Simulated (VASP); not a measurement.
# NaH (Pm-3m) in VASP: further runs

Runs on NaH. Level: PBE. Tasks: G0W0 quasiparticle levels.

All numbers are computed with VASP 6.6.1; they aren't measurements. Logs are shortened: lines on timing, memory, paths and dates and some standing lists are left out, and cuts for length are marked.

## Step 1: The cell of the first run

Symmetry: Pm-3m, No. 221, cubic system. Conventional cell: a = 2.932 Å, b = 2.932 Å, c = 2.932 Å, α = 90.00°, β = 90.00°, γ = 90.00°. Within 3.4 Å of Na (site symmetry m-3m) lie 8 H at 2.54 Å and 6 Na at 2.93 Å. Within 3.4 Å of H (site symmetry m-3m) lie 8 Na at 2.54 Å and 6 H at 2.93 Å.

## Step 2: G0W0 quasiparticle levels, PBE

POSCAR reads:

```
NaH
1.0
    2.9323911888      0.0000000000      0.0000000000
    0.0000000000      2.9323911888      0.0000000000
    0.0000000000      0.0000000000      2.9323911888
Na H
1 1
Direct
    0.0000000000      0.0000000000      0.0000000000
    0.5000000000      0.5000000000      0.5000000000
```

INCAR.step1 reads:

```
ALGO = Normal
EDIFF = 1E-8
ENCUT = 500
GGA = PE
ISMEAR = 0
LASPH = True
LCHARG = False
LREAL = False
LWAVE = True
NELM = 100
PREC = Accurate
SIGMA = 0.01
```

INCAR.step2 reads:

```
ALGO = Exact
EDIFF = 1E-8
ENCUT = 500
GGA = PE
ISMEAR = 0
ISTART = 1
LASPH = True
LCHARG = False
LOPTICS = True
LREAL = False
LWAVE = True
NBANDS = 99
NELM = 1
PREC = Accurate
SIGMA = 0.01
```

INCAR.step3 reads:

```
ALGO = EVGW0
EDIFF = 1E-8
ENCUT = 500
ENCUTGW = 140.0
GGA = PE
ISMEAR = 0
ISTART = 1
LASPH = True
LCHARG = False
LREAL = False
LWAVE = False
NBANDS = 99
NBANDSGW = 13
NELMGW = 1
NOMEGA = 96
OMEGAMAX = 20
PREC = Accurate
PRECFOCK = Fast
SIGMA = 0.01
```

KPOINTS reads:

```
k-points
0
Gamma
  4 4 4
```

Potentials or basis: VASP PAW PBE potentials, release 64 (Na_sv_GW, H_GW).

Command:

```bash
cat potpaw_PBE.64/Na_sv_GW/POTCAR potpaw_PBE.64/H_GW/POTCAR > POTCAR
cp INCAR.step1 INCAR
mpirun -np 1 vasp_std > vasp.out
cp INCAR.step2 INCAR
mpirun -np 1 vasp_std > vasp.out
cp INCAR.step3 INCAR
mpirun -np 1 vasp_std > vasp.out
```

OUTCAR:

```text
EDIFF = 1E-8
   ENCUT = 500
   ENCUTGW = 140.0
   GGA = PE
   ISMEAR = 0
   ISTART = 1
   LASPH = True
   LREAL = False
   NELMGW = 1
   PREC = Accurate
   PRECFOCK = Fast

 ion  position               nearest neighbor table
   1  0.000  0.000  0.000-
   2  0.500  0.500  0.500-

  LATTYP: Found a simple cubic cell.
 ALAT       =     2.9323911888

  Lattice vectors:

 A1 = (   2.9323911888,   0.0000000000,   0.0000000000)
 A2 = (   0.0000000000,   2.9323911888,   0.0000000000)
 A3 = (   0.0000000000,   0.0000000000,   2.9323911888)

Analysis of symmetry for initial positions (statically):
=====================================================================
 Subroutine PRICEL returns:
 Original cell was already a primitive cell.

 Routine SETGRP: Setting up the symmetry group for a
 simple cubic supercell.

 Subroutine GETGRP returns: Found 48 space group operations
 (whereof 48 operations were pure point group operations)
 out of a pool of 48 trial point group operations.

The static configuration has the point symmetry O_h .

Analysis of symmetry for dynamics (positions and initial velocities):
=====================================================================
 Subroutine PRICEL returns:
 Original cell was already a primitive cell.

 Routine SETGRP: Setting up the symmetry group for a
 simple cubic supercell.

 Subroutine GETGRP returns: Found 48 space group operations
 (whereof 48 operations were pure point group operations)
 out of a pool of 48 trial point group operations.

The dynamic configuration has the point symmetry O_h .

 Subroutine INISYM returns: Found 48 space group operations
 (whereof 48 operations are pure point group operations),
 and found     1 'primitive' translations

----------------------------------------------------------------------------------------

                                     Primitive cell

  volume of cell :      25.2154

  direct lattice vectors                    reciprocal lattice vectors
     2.932391189  0.000000000  0.000000000     0.341018621  0.000000000  0.000000000
     0.000000000  2.932391189  0.000000000     0.000000000  0.341018621  0.000000000
     0.000000000  0.000000000  2.932391189     0.000000000  0.000000000  0.341018621

  length of vectors
     2.932391189  2.932391189  2.932391189     0.341018621  0.341018621  0.341018621

  position of ions in fractional coordinates (direct lattice)
     0.000000000  0.000000000  0.000000000
     0.500000000  0.500000000  0.500000000

  ion indices of the primitive-cell ions
   primitive index   ion index
                 1           1
                 2           2

----------------------------------------------------------------------------------------

 KPOINTS: k-points

Automatic generation of k-mesh.
 Grid dimensions read from file:
 generate k-points for:    4    4    4

 Generating k-lattice:

  Cartesian coordinates                     Fractional coordinates (reciprocal lattice)
     0.085254655  0.000000000  0.000000000     0.250000000  0.000000000  0.000000000
     0.000000000  0.085254655  0.000000000     0.000000000  0.250000000  0.000000000
     0.000000000  0.000000000  0.085254655     0.000000000  0.000000000  0.250000000

  Length of vectors
     0.085254655  0.085254655  0.085254655

  Shift w.r.t. Gamma in fractional coordinates (k-lattice)
     0.000000000  0.000000000  0.000000000

 Subroutine IBZKPT returns following result:
 ===========================================

 Found     10 irreducible k-points:

 Following reciprocal coordinates:
            Coordinates               Weight
  0.000000  0.000000  0.000000      1.000000
  0.250000  0.000000  0.000000      6.000000
  0.500000  0.000000  0.000000      3.000000
  0.250000  0.250000  0.000000     12.000000
  0.500000  0.250000  0.000000     12.000000
  0.500000  0.500000  0.000000      3.000000
  0.250000  0.250000  0.250000      8.000000
  0.500000  0.250000  0.250000     12.000000
  0.500000  0.500000  0.250000      6.000000
  0.500000  0.500000  0.500000      1.000000
   k-points           NKPTS =     10   k-points in BZ     NKDIM =     64   number of bands    NBANDS=     99
   number of dos      NEDOS =    301   number of ions     NIONS =      2
   total plane-waves  NPLWV =  13824
   dimension x,y,z NGX =    24 NGY =   24 NGZ =   24
   dimension x,y,z NGXF=    48 NGYF=   48 NGZF=   48
   ions per type =               1   1
   NGX,Y,Z   is equivalent  to a cutoff of  13.61, 13.61, 13.61 a.u.
   NGXF,Y,Z  is equivalent  to a cutoff of  27.21, 27.21, 27.21 a.u.
 SYSTEM =  unknown system
   PREC   = accura    normal or accurate (medium, high low for compatibility)
   ISTART =      1    job   : 0-new  1-cont  2-samecut
   ICHARG =      0    charge: 1-file 2-atom 10-const
   ISPIN  =      1    spin polarized calculation?
   LNONCOLLINEAR =      F non collinear calculations
   LSORBIT =      F    spin-orbit coupling
   LASPH  =      T    aspherical Exc in radial PAW
   ENCUT  =  500.0 eV  36.75 Ry    6.06 a.u.   5.35  5.35  5.35*2*pi/ulx,y,z
   NELM   =     60;   NELMIN=  2; NELMDL=  0     # of ELM steps
   EDIFF  = 0.1E-07   stopping-criterion for ELM
   LREAL  =      F    real-space projection
   EDIFFG = 0.1E-06   stopping-criterion for IOM
   NSW    =      0    number of steps for IOM
   IBRION =     -1    ionic relax: 0-MD 1-quasi-New 2-CG
   NFREE  =      0    steps in history (QN), initial steepest desc. (CG)
   ISIF   =      0    stress and relaxation
   ISYM   =      3    0-nonsym 1-usesym 2-fastsym
   POTIM  = 0.5000    time-step for ionic-motion
   TEBEG  =    0.0;   TEEND  =   0.0 temperature during run
   PSTRESS=    0.0 pullay stress
   NELECT =      10.0000    total number of electrons
   NUPDOWN=      -1.0000    fix difference up-down
   EMIN   =  10.00;   EMAX   =-10.00  energy-range for DOS
   EFERMI =   0.00;   METHOD = LEGACY
   ISMEAR =     0;   SIGMA  =   0.01  broadening in eV -4-tet -1-fermi 0-gaus
   EFERMI_NEDOS =   21; number of points for ismear=-14 and -15
   IALGO  =     38    algorithm
   IMIX   =      4    mixing-type and parameters
     AMIX     =   0.40;   BMIX     =  1.00
     AMIX_MAG =   1.60;   BMIX_MAG =  1.00
  volume/ion in A,a.u.               =      12.61        85.08
  Fermi-wavevector in a.u.,A,eV,Ry     =   1.202780  2.272925 19.683278  1.446680
  Thomas-Fermi vector in A             =   2.338552
   LORBIT       =      0    0 simple, 1 ext, 2 COOP (PROOUT), +10 PAW based schemes
   GGA     = PE    functional components
   LHFCALC =     T    Hartree Fock is set to
   PRECFOCK=fast      Normal, Fast or Accurate (Low or Medium for compatibility)
   ENCUT4O =  -1.0   cutoff for four orbital integrals eV
   NKREDX  =     1    reduce k-point grid by
   NKREDY  =     1    reduce k-point grid by
   NKREDZ  =     1    reduce k-point grid by
   AEXX    =    1.0000 exact exchange contribution
   HFSCREEN=    0.0000 screening length (either q_TF or 0.3 A-1)
   HFSCREENC=   0.0000 screening length for correlation (either q_TF or 0.3 A-1)
   ENCUTFOCK=  -1.0 apply spherical cutoff to Coloumb kernel
   IVDW    =     0    specifies the selected vdW correction
   LEPSILON=     F    determine dielectric tensor
   LRPA    =     F    only Hartree local field effects (RPA)
   LRPAFORCE           =     F    calculate RPA forces
   ENCUTGW             = 140.0    cutoff for response function in eV
   ENCUTGWSOFT         = 112.0    soft cutoff for Coulomb kernel in GW response function in eV
   ENCUTLF             =  -1.0    cutoff for local field effects
   NELMGW              =     1    number of iterations in solving QP/BSE equation
   NELMHF              =     1    number of iterations in the inner HF iteration
   NKREDLFX            =     1    NKREDLFY  =   1   NKREDLFZ  =   1
 non-spin polarized calculation
 Gauss-broadening in eV      SIGMA  =   0.01
  energy-cutoff  :      500.00
  volume of cell :       25.22
 maximum number of plane-waves:       656
 NGX is ok and might be reduce to    24
  NGX = 12; NGY = 12; NGZ = 12
   NGX = 11   NGY = 11   NGZ = 11
 maximum number of plane-waves:       100

 QP shifts <psi_nk| G(iteration)W_0 |psi_nk>: iteration 1
 for sc-GW calculations column KS-energies equals QP-energies in previous step
 and V_xc(KS)=  KS-energies - (<T + V_ion + V_H > + <T+V_H+V_ion>^1  + <V_x>^1)

 k-point   1 :       0.0000    0.0000    0.0000
  band No.  KS-energies  QP-energies   sigma(KS)   V_xc(KS)     V^pw_x(r,r')   Z            occupation Imag(sigma)

      1     -51.3845     -59.4907     -40.5869     -29.2431     -49.1001       0.7146       2.0000       0.2579
      2     -23.2386     -28.1462     -35.0400     -28.4400     -41.4834       0.7436       2.0000       0.0722
      3     -23.2386     -28.1462     -35.0400     -28.4400     -41.4834       0.7436       2.0000       0.0722
      4     -23.2386     -28.1462     -35.0400     -28.4400     -41.4834       0.7436       2.0000       0.0722
      5      -4.6479      -6.0459     -11.1654      -9.0734     -14.1653       0.6683       2.0000       0.2146
      6      10.2552      11.1496     -10.0699     -11.3411      -5.2418       0.7036       0.0000      -0.2459
      7      12.4192      12.6696      -6.2787      -6.6059      -1.4085       0.7655       0.0000      -0.4970
      8      12.4192      12.6696      -6.2787      -6.6059      -1.4085       0.7655       0.0000      -0.4970
      9      14.0192      14.7317      -7.5989      -8.5633      -2.8879       0.7388       0.0000      -0.5860
     10      14.0192      14.7317      -7.5989      -8.5633      -2.8879       0.7388       0.0000      -0.5860
     11      14.0192      14.7317      -7.5989      -8.5633      -2.8879       0.7388       0.0000      -0.5860
     12      27.2621      28.3611      -6.9666      -8.1419      -1.8227       0.9351       0.0000      -1.2551
     13      27.2621      28.3611      -6.9666      -8.1419      -1.8227       0.9351       0.0000      -1.2551

 k-point   2 :       0.2500    0.0000    0.0000
  band No.  KS-energies  QP-energies   sigma(KS)   V_xc(KS)     V^pw_x(r,r')   Z            occupation Imag(sigma)
[... 137 lines left out ...]
      1     -51.3413     -59.5106     -40.6584     -29.3120     -49.1700       0.7200       2.0000       0.2551
      2     -23.3688     -28.2410     -34.7634     -28.1865     -41.1981       0.7408       2.0000       0.0730
      3     -23.3688     -28.2410     -34.7634     -28.1865     -41.1981       0.7408       2.0000       0.0730
      4     -23.3688     -28.2410     -34.7634     -28.1865     -41.1981       0.7408       2.0000       0.0730
      5       1.3950       0.0405     -13.2327     -11.4368     -14.5238       0.7542       2.0000       0.0414
      6       8.2901       8.9155      -6.4204      -7.2330      -2.5988       0.7696       0.0000      -0.0942
      7       8.2901       8.9155      -6.4204      -7.2330      -2.5988       0.7696       0.0000      -0.0942
      8       8.2901       8.9155      -6.4204      -7.2330      -2.5988       0.7696       0.0000      -0.0942
      9      10.6265      11.2390      -7.6791      -8.4978      -3.1340       0.7481       0.0000      -0.3205
     10      10.6265      11.2390      -7.6791      -8.4978      -3.1340       0.7481       0.0000      -0.3205
     11      10.6265      11.2390      -7.6791      -8.4978      -3.1340       0.7481       0.0000      -0.3205
     12      17.8090      19.4900      -8.4365     -10.5131      -3.6378       0.8095       0.0000      -0.9088
     13      33.2828      35.6794      -6.9862      -9.8012      -2.0421       0.8514       0.0000      -3.2274
```

Run time: 2.2 min. Hardware: 1 thread of AMD EPYC 7R43 (Zen 3), shared host; peak memory 0.22 GiB.

Results:

| Property | Result |
| --- | --- |
| Quasiparticle gap | 3.01 eV |
| Least direct quasiparticle gap | 6.69 eV |
| Band gap of the starting levels on the mesh | 1.00 eV |
| Least direct gap of the starting levels on the mesh | 4.49 eV |

Caveat: the k points lie up to 0.54 Å⁻¹ apart; bands, screening cutoff and mesh are small and nothing is extrapolated, so the quasiparticle values aren't converged; the structure was generated, so it needn't be the stable form of NaH.

(Continued in part 2 of 2.)
